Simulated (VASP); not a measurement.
Runs of VASP 6.6.1 on Co. The structure is that of space group P6_3/mmc (No. 194), or close to it. The cells are those of the table. 

| cell | gap on the mesh (eV) | pressure (GPa) | moment (μB) |
| --- | --- | --- | --- |
| a = 2.431, b = 2.431, c = 3.650 Å, angles 90.0, 90.0, 120.0°, 2 atoms | none | 32.1 | (b) |
| a = 2.374, b = 2.374, c = 4.166 Å, angles 90.0, 90.0, 120.0°, 2 atoms | none | 6.6 | (a) |
| a = 2.374, b = 2.374, c = 3.901 Å, angles 90.0, 90.0, 120.0°, 2 atoms | none | 24.6 | 3.02 |
| a = 2.415, b = 2.415, c = 4.034 Å, angles 90.0, 90.0, 120.0°, 2 atoms | none | (c) | 3.12 |
| a = 2.406, b = 2.406, c = 3.809 Å, angles 90.0, 90.0, 120.0°, 2 atoms | none | 23.3 | 2.99 |

Alike in all rows: task single point; level PBEsol; potentials or basis VASP PAW PBE potentials, release 64 (Co); spin collinear, ferromagnetic start; k mesh 21 × 21 × 12; cutoff (eV) 520; smearing gaussian 0.15 eV.

Fill in the values left out.

(a) 3.16; (b) 2.84; (c) 4.1.

Caveats: the cell stands under pressure; the PAW data sets were made with another functional, which shifts forces and pressure a little.

A gap of «none» marks levels without a gap at the run's occupations.
